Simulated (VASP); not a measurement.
# AlN (F-43m) in VASP: a series of runs

Runs on AlN. Level: r2SCAN. Tasks: phonons.

All numbers are computed with VASP 6.6.1; they aren't measurements. Logs are shortened: lines on timing, memory, paths and dates and some standing lists are left out, and cuts for length are marked.

### Step 1. The cell of the first run

The structure is cubic, space group F-43m (No. 216). Conventional cell: a = 4.324 Å, b = 4.324 Å, c = 4.324 Å, α = 90.00°, β = 90.00°, γ = 90.00°. Within 2.5 Å of Al (site symmetry -43m) lie 4 N at 1.87 Å. Within 2.5 Å of N (site symmetry -43m) lie 4 Al at 1.87 Å.

### Step 2. Phonons, r2SCAN

INCAR reads:

```
ALGO = Normal
EDIFF = 1E-8
ENCUT = 520
IBRION = 6
ISIF = 2
ISMEAR = 0
LASPH = T
LCHARG = T
LMIXTAU = T
LREAL = F
LWAVE = F
METAGGA = R2SCAN
NELM = 60
NFREE = 2
NSW = 1
POTIM = 0.015
PREC = Accurate
SIGMA = 0.01
```

KPOINTS reads:

```
k-points
0
Gamma
  10 10 10
```

POSCAR reads:

```
AlN
1.0
    2.1621792345      2.1621792345      0.0000000000
   -2.1621792345      2.1621792345      0.0000000000
    0.0000000000      2.1621792345      2.1621792345
Al N
1 1
Direct
    0.0000000000      0.0000000000      0.0000000000
    0.2500000000      0.7500000000      0.5000000000
```

Potentials or basis: VASP PAW PBE potentials, release 64 (Al, N).

The run is started by

```bash
cat potpaw_PBE.64/Al/POTCAR potpaw_PBE.64/N/POTCAR > POTCAR
mpirun -np 1 vasp_std > vasp.out
```

OUTCAR:

```text
EDIFF = 1E-8
   ENCUT = 520
   IBRION = 6
   ISIF = 2
   ISMEAR = 0
   LASPH = T
   LREAL = F
   METAGGA = R2SCAN
   NELM = 60
   NFREE = 2
   NSW = 1
   POTIM = 0.015
   PREC = Accurate

 ion  position               nearest neighbor table
   1  0.000  0.000  0.000-   2 1.87   2 1.87   2 1.87   2 1.87
   2  0.250  0.750  0.500-   1 1.87   1 1.87   1 1.87   1 1.87

  LATTYP: Found a face centered cubic cell.
 ALAT       =     4.3243584690

  Lattice vectors:

 A1 = (   0.0000000000,   2.1621792345,   2.1621792345)
 A2 = (   2.1621792345,   0.0000000000,   2.1621792345)
 A3 = (   2.1621792345,   2.1621792345,   0.0000000000)

Analysis of symmetry for initial positions (statically):
=====================================================================
 Subroutine PRICEL returns:
 Original cell was already a primitive cell.

 Routine SETGRP: Setting up the symmetry group for a
 face centered cubic supercell.

 Subroutine GETGRP returns: Found 24 space group operations
 (whereof 24 operations were pure point group operations)
 out of a pool of 48 trial point group operations.

The static configuration has the point symmetry T_d .

Analysis of symmetry for dynamics (positions and initial velocities):
=====================================================================
 Subroutine PRICEL returns:
 Original cell was already a primitive cell.

 Routine SETGRP: Setting up the symmetry group for a
 face centered cubic supercell.

 Subroutine GETGRP returns: Found 24 space group operations
 (whereof 24 operations were pure point group operations)
 out of a pool of 48 trial point group operations.

The dynamic configuration has the point symmetry T_d .

 Subroutine INISYM returns: Found 24 space group operations
 (whereof 24 operations are pure point group operations),
 and found     1 'primitive' translations

----------------------------------------------------------------------------------------

                                     Primitive cell

  volume of cell :      20.2165

  direct lattice vectors                    reciprocal lattice vectors
     2.162179234  2.162179234  0.000000000     0.231248174  0.231248174 -0.231248174
    -2.162179234  2.162179234  0.000000000    -0.231248174  0.231248174 -0.231248174
     0.000000000  2.162179234  2.162179234     0.000000000  0.000000000  0.462496348
[... 276 lines left out ...]

 number of electron       7.9999999 magnetization

 Free energy of the ion-electron system (eV)
  ---------------------------------------------------
  ext. energy  EPLUGINS =         0.00000000
  ---------------------------------------------------
  free energy    TOTEN  =       -19.16487122 eV

  energy without entropy =      -19.16487122  energy(sigma->0) =      -19.16487122

 E-fermi :   6.1142     XC(G=0): -11.5556

 val. band max:        6.0183828478   @ k =   0.0000   0.0000   0.0000
 cond. band min:       9.9350509222   @ k =   0.0000  -1.0000  -0.5000
 fundamental gap:      3.9166680744
 Fermi energy:         6.1141520743

 k-point     1 :       0.0000    0.0000    0.0000
  band No.  band energies     occupation
      1      -9.9416      2.00000
      2       5.9352      2.00000
      3       5.9772      2.00000
      4       6.0184      2.00000
      5      11.1538      0.00000
      6      19.8070      0.00000
      7      19.8121      0.00000
      8      19.8161      0.00000
[... 243 lines left out ...]
 k-point    24 :       0.4000    0.3000    0.0000
  band No.  band energies     occupation
      1      -7.3093      2.00000
      2       1.3267      2.00000
      3       2.5733      2.00000
      4       4.7222      2.00000
      5      12.5671      0.00000
      6      17.3152      0.00000
      7      20.1307      0.00000
      8      20.7609      0.00000

 [... further k-points ...]

------------------------ aborting loop because EDIFF is reached ----------------------------------------

  FORCE on cell =-STRESS in cart. coord.  units (eV):
  Direction    XX          YY          ZZ          XY          YZ          ZX
  --------------------------------------------------------------------------------------
  -------------------------------------------------------------------------------------
  Total        0.8363823      0.8429214      0.8429214      0.0000000      0.1590709      0.0000000
  in kB       66.2842490     66.8024823     66.8024823      0.0000000     12.6065530      0.0000000
  external PRESSURE =      66.6297379 kB  Pullay stress =       0.0000000 kB
[... 17 lines left out ...]
  FREE ENERGIE OF THE ION-ELECTRON SYSTEM (eV)
  ---------------------------------------------------
  free  energy   TOTEN  =       -19.1648712172 eV

  energy  without entropy=      -19.1648712172  energy(sigma->0) =      -19.16487122

 INTERNAL STRAIN TENSORS FROM DISPLACED ATOMS
 ============================================

 INTERNAL STRAIN TENSOR FOR ION    1 for displacements in x,y,z  (eV/Angst):
          X           Y           Z          XY          YZ          ZX
  --------------------------------------------------------------------------------
  x     0.00000     0.00000     0.00000    -0.00000    10.50338    -0.00000
  y     0.00000     0.00000     0.00000    -0.00000    -0.00000    10.50338
  z     0.00000     0.00000     0.00000    10.50338    -0.00000     0.00000

 INTERNAL STRAIN TENSOR FOR ION    2 for displacements in x,y,z  (eV/Angst):
          X           Y           Z          XY          YZ          ZX
  --------------------------------------------------------------------------------
  x     0.00000    -0.00000    -0.00000     0.00000   -10.60436     0.00000
  y    -0.00000     0.00000    -0.00000     0.00000     0.00000   -10.60436
  z    -0.00000    -0.00000     0.00000   -10.60436     0.00000     0.00000

 Eigenvectors and eigenvalues of the dynamical matrix
 ----------------------------------------------------

   1 f  =   20.903193 THz   131.338637 2PiTHz  697.255477 cm-1    86.448622 meV
             X         Y         Z           dx          dy          dz
      0.000000  0.000000  0.000000    -0.000000   -0.581761    0.000000
     -1.081090  3.243269  1.081090    -0.000000    0.813360    0.000000
[... 21 lines left out ...]
   6 f/i=    0.070413 THz     0.442420 2PiTHz    2.348738 cm-1     0.291206 meV
             X         Y         Z           dx          dy          dz
      0.000000  0.000000  0.000000    -0.813360   -0.000000   -0.000000
     -1.081090  3.243269  1.081090    -0.581761   -0.000000    0.000000

 ELASTIC MODULI CONTR FROM IONIC RELAXATION (kBar)
 Direction    XX          YY          ZZ          XY          YZ          ZX
 --------------------------------------------------------------------------------
 XX          -0.0000      0.0000      0.0000     -0.0000      0.0000     -0.0000
 YY           0.0000     -0.0000      0.0000     -0.0000     -0.0000      0.0000
 ZZ           0.0000      0.0000     -0.0000      0.0000     -0.0000     -0.0000
 XY          -0.0000     -0.0000      0.0000   -536.8687      0.0000      0.0000
 YZ           0.0000     -0.0000     -0.0000      0.0000   -536.8687      0.0000
 ZX          -0.0000      0.0000     -0.0000      0.0000      0.0000   -536.8687
 --------------------------------------------------------------------------------
```

stdout:

```text
POSCAR found type information on POSCAR AlN
 POSCAR found :  2 types and       2 ions
 scaLAPACK will be used
 -----------------------------------------------------------------------------
|                                                                             |
|                                                                             |
|     You enforced a specific xc type in the INCAR file but a different       |
|     I HOPE YOU KNOW WHAT YOU ARE DOING!                                     |
|                                                                             |
 -----------------------------------------------------------------------------

 LDA part: xc-table for (None), standard interpolation
 POSCAR, INCAR and KPOINTS ok, starting setup
 FFT: planning ... GRIDC
 FFT: planning ... GRID_SOFT
 FFT: planning ... GRID
 WAVECAR not read
 entering main loop
 Found     2 degrees of freedom:
 Finite differences POTIM= 0.01500 DOF=   2
 bond charge predicted
 Finite differences progress:
 bond charge predicted
 Finite differences progress:
 bond charge predicted
 Finite differences progress:
 bond charge predicted
 Finite differences progress:
```

Wall time 3.3 min (1 thread of Intel Xeon 6975P-C (Granite Rapids), shared host); peak memory 0.18 GiB.

What came out:

```
Highest phonon frequency at Γ, LO-TO splitting left out : 697 cm⁻¹
```

Phonon frequencies in cm⁻¹ (negative: imaginary):
```tsv
q point	frequencies
(0.000, 0.000, 0.000)	-2 -2 -2 697 697 697
```

Caveat: the cell stands under pressure or tension, which shifts response properties; the PAW data sets were made with another functional, which shifts forces and pressure a little.

### Step 3. Phonons, r2SCAN

This run uses another cell than the first one, of 10.24 Å³/atom.

INCAR reads:

```
SYSTEM = AlN
PREC = Accurate
ENCUT = 520
EDIFF = 1E-8
ISMEAR = 0
SIGMA = 0.01
LREAL = .False.
LASPH = .True.
NELM = 60
ALGO = Normal
ISIF = 2
LWAVE = .False.
LCHARG = .False.
METAGGA = R2SCAN
LMIXTAU = .True.
NBANDS = 11
IBRION = 6
NFREE = 2
POTIM = 0.015
NSW = 1
```

KPOINTS reads:

```
Automatic mesh
0
Gamma
  10 10 10
  0 0 0
```

POSCAR reads:

```
AlN
1.0
    2.1715714315      2.1715714315      0.0000000000
   -2.1715714315      2.1715714315      0.0000000000
    0.0000000000      2.1715714315      2.1715714315
Al N
1 1
Direct
    0.0000000000      0.0000000000      0.0000000000
    0.2500000000      0.7500000000      0.5000000000
```

Potentials or basis: VASP PAW PBE potentials, release 64 (Al, N).

The run is started by

```bash
cat potpaw_PBE.64/Al/POTCAR potpaw_PBE.64/N/POTCAR > POTCAR
mpirun -np 1 vasp_std > vasp.out
```

OUTCAR:

```text
SYSTEM = AlN
   PREC = Accurate
   ENCUT = 520
   EDIFF = 1E-8
   ISMEAR = 0
   LREAL = .False.
   LASPH = .True.
   NELM = 60
   ISIF = 2
   METAGGA = R2SCAN
   IBRION = 6
   NFREE = 2
   POTIM = 0.015
   NSW = 1

 ion  position               nearest neighbor table
   1  0.000  0.000  0.000-   2 1.88   2 1.88   2 1.88   2 1.88
   2  0.250  0.750  0.500-   1 1.88   1 1.88   1 1.88   1 1.88

  LATTYP: Found a face centered cubic cell.
 ALAT       =     4.3431428630

  Lattice vectors:

 A1 = (   0.0000000000,   2.1715714315,   2.1715714315)
 A2 = (   2.1715714315,   0.0000000000,   2.1715714315)
 A3 = (   2.1715714315,   2.1715714315,   0.0000000000)

Analysis of symmetry for initial positions (statically):
=====================================================================
 Subroutine PRICEL returns:
 Original cell was already a primitive cell.

 Routine SETGRP: Setting up the symmetry group for a
 face centered cubic supercell.

 Subroutine GETGRP returns: Found 24 space group operations
 (whereof 24 operations were pure point group operations)
 out of a pool of 48 trial point group operations.

The static configuration has the point symmetry T_d .

Analysis of symmetry for dynamics (positions and initial velocities):
=====================================================================
 Subroutine PRICEL returns:
 Original cell was already a primitive cell.

 Routine SETGRP: Setting up the symmetry group for a
 face centered cubic supercell.

 Subroutine GETGRP returns: Found 24 space group operations
 (whereof 24 operations were pure point group operations)
 out of a pool of 48 trial point group operations.

The dynamic configuration has the point symmetry T_d .

 Subroutine INISYM returns: Found 24 space group operations
 (whereof 24 operations are pure point group operations),
 and found     1 'primitive' translations

----------------------------------------------------------------------------------------

                                     Primitive cell

  volume of cell :      20.4811

  direct lattice vectors                    reciprocal lattice vectors
     2.171571431  2.171571431  0.000000000     0.230248010  0.230248010 -0.230248010
    -2.171571431  2.171571431  0.000000000    -0.230248010  0.230248010 -0.230248010
     0.000000000  2.171571431  2.171571431     0.000000000  0.000000000  0.460496019

  length of vectors
     3.071065770  3.071065770  3.071065770     0.398801251  0.398801251  0.460496019

  position of ions in fractional coordinates (direct lattice)
     0.000000000  0.000000000  0.000000000
     0.250000000  0.750000000  0.500000000

  ion indices of the primitive-cell ions
   primitive index   ion index
                 1           1
                 2           2

----------------------------------------------------------------------------------------

 KPOINTS: Automatic mesh
[... 108 lines left out ...]

 number of electron       7.9999999 magnetization

 Free energy of the ion-electron system (eV)
  ---------------------------------------------------
  ext. energy  EPLUGINS =         0.00000000
  ---------------------------------------------------
  free energy    TOTEN  =       -19.17549702 eV

  energy without entropy =      -19.17549702  energy(sigma->0) =      -19.17549702

------------------------ aborting loop because EDIFF is reached ----------------------------------------

  FORCE on cell =-STRESS in cart. coord.  units (eV):
  Direction    XX          YY          ZZ          XY          YZ          ZX
  --------------------------------------------------------------------------------------
  -------------------------------------------------------------------------------------
  Total        0.4621205      0.4621205      0.4621205      0.0000000      0.0000000      0.0000000
  in kB       36.1504264     36.1504264     36.1504264      0.0000000      0.0000000      0.0000000
  external PRESSURE =      36.1504264 kB  Pullay stress =       0.0000000 kB
[... 131 lines left out ...]
--------------------------------------- Ionic step        5  -------------------------------------------

 number of electron       7.9999999 magnetization

 Free energy of the ion-electron system (eV)
  ---------------------------------------------------
  ext. energy  EPLUGINS =         0.00000000
  ---------------------------------------------------
  free energy    TOTEN  =       -19.17372036 eV

  energy without entropy =      -19.17372036  energy(sigma->0) =      -19.17372036

 E-fermi :   6.0061     XC(G=0): -11.4961

 val. band max:        5.8946522238   @ k =   0.0000   0.0000   0.0000
 cond. band min:       9.8016328031   @ k =   0.0000  -1.0000  -0.5000
 fundamental gap:      3.9069805793
 Fermi energy:         6.0061124818

 k-point     1 :       0.0000    0.0000    0.0000
  band No.  band energies     occupation
      1      -9.9882      2.00000
      2       5.8118      2.00000
      3       5.8537      2.00000
      4       5.8947      2.00000
      5      10.9066      0.00000
      6      19.5472      0.00000
      7      19.5525      0.00000
      8      19.5569      0.00000
      9      24.5294      0.00000
     10      24.5303      0.00000
     11      26.2858      0.00000
[... 309 lines left out ...]
 k-point    24 :       0.4000    0.3000    0.0000
  band No.  band energies     occupation
      1      -7.4053      2.00000
      2       1.2431      2.00000
      3       2.4798      2.00000
      4       4.6065      2.00000
      5      12.4068      0.00000
      6      17.0807      0.00000
      7      19.8334      0.00000
      8      20.5202      0.00000
      9      22.9451      0.00000
     10      26.5101      0.00000
     11      31.6752      0.00000

 [... further k-points ...]

------------------------ aborting loop because EDIFF is reached ----------------------------------------

  FORCE on cell =-STRESS in cart. coord.  units (eV):
  Direction    XX          YY          ZZ          XY          YZ          ZX
  --------------------------------------------------------------------------------------
  -------------------------------------------------------------------------------------
  Total        0.4619690      0.4681591      0.4681591      0.0000000      0.1476949     -0.0000000
  in kB       36.1385746     36.6228121     36.6228121      0.0000000     11.5537720     -0.0000000
  external PRESSURE =      36.4613996 kB  Pullay stress =       0.0000000 kB
[... 17 lines left out ...]
  FREE ENERGIE OF THE ION-ELECTRON SYSTEM (eV)
  ---------------------------------------------------
  free  energy   TOTEN  =       -19.1737203629 eV

  energy  without entropy=      -19.1737203629  energy(sigma->0) =      -19.17372036

 INTERNAL STRAIN TENSORS FROM DISPLACED ATOMS
 ============================================

 INTERNAL STRAIN TENSOR FOR ION    1 for displacements in x,y,z  (eV/Angst):
          X           Y           Z          XY          YZ          ZX
  --------------------------------------------------------------------------------
  x     0.00000     0.00000     0.00000     0.00000     9.73441     0.00000
  y     0.00000     0.00000     0.00000     0.00000     0.00000     9.73441
  z     0.00000     0.00000     0.00000     9.73441     0.00000     0.00000

 INTERNAL STRAIN TENSOR FOR ION    2 for displacements in x,y,z  (eV/Angst):
          X           Y           Z          XY          YZ          ZX
  --------------------------------------------------------------------------------
  x    -0.00000    -0.00000    -0.00000     0.00000    -9.84452    -0.00000
  y     0.00000    -0.00000     0.00000    -0.00000     0.00000    -9.84452
  z    -0.00000    -0.00000    -0.00000    -9.84452    -0.00000    -0.00000

 Eigenvectors and eigenvalues of the dynamical matrix
 ----------------------------------------------------

   1 f  =   20.515201 THz   128.900812 2PiTHz  684.313460 cm-1    84.844018 meV
             X         Y         Z           dx          dy          dz
      0.000000  0.000000  0.000000     0.000000   -0.581613   -0.000000
     -1.085786  3.257357  1.085786     0.000000    0.813465    0.000000
[... 21 lines left out ...]
   6 f/i=    0.072838 THz     0.457654 2PiTHz    2.429609 cm-1     0.301233 meV
             X         Y         Z           dx          dy          dz
      0.000000  0.000000  0.000000     0.000000   -0.000000    0.813465
     -1.085786  3.257357  1.085786    -0.000000    0.000000    0.581613

 ELASTIC MODULI CONTR FROM IONIC RELAXATION (kBar)
 Direction    XX          YY          ZZ          XY          YZ          ZX
 --------------------------------------------------------------------------------
 XX          -0.0000     -0.0000     -0.0000     -0.0000     -0.0000      0.0000
 YY          -0.0000     -0.0000     -0.0000     -0.0000     -0.0000     -0.0000
 ZZ          -0.0000     -0.0000     -0.0000     -0.0000     -0.0000      0.0000
 XY          -0.0000     -0.0000     -0.0000   -473.4180      0.0000     -0.0000
 YZ          -0.0000     -0.0000     -0.0000      0.0000   -473.4180     -0.0000
 ZX           0.0000     -0.0000      0.0000     -0.0000     -0.0000   -473.4180
 --------------------------------------------------------------------------------
```

stdout:

```text
POSCAR found type information on POSCAR AlN
 POSCAR found :  2 types and       2 ions
 scaLAPACK will be used
 -----------------------------------------------------------------------------
|                                                                             |
|                                                                             |
|     You enforced a specific xc type in the INCAR file but a different       |
|     I HOPE YOU KNOW WHAT YOU ARE DOING!                                     |
|                                                                             |
 -----------------------------------------------------------------------------

 LDA part: xc-table for (None), standard interpolation
 POSCAR, INCAR and KPOINTS ok, starting setup
 FFT: planning ... GRIDC
 FFT: planning ... GRID_SOFT
 FFT: planning ... GRID
 WAVECAR not read
 entering main loop
 Found     2 degrees of freedom:
 Finite differences POTIM= 0.01500 DOF=   2
 bond charge predicted
 Finite differences progress:
 bond charge predicted
 Finite differences progress:
 bond charge predicted
 Finite differences progress:
 bond charge predicted
 Finite differences progress:
```

It took 4.1 min on 1 thread of Intel Xeon 6975P-C (Granite Rapids), shared host; peak memory 0.18 GiB.

Results:

```
Highest phonon frequency at Γ, LO-TO splitting left out : 684 cm⁻¹
```

Phonon frequencies in cm⁻¹ (negative: imaginary):
| q point | frequencies |
| --- | --- |
| (0.000, 0.000, 0.000) | -2 -2 -2 684 684 684 |

Caveat: the cell stands under pressure or tension, which shifts response properties; the PAW data sets were made with another functional, which shifts forces and pressure a little.

(Part 1 of 2 ends here.)
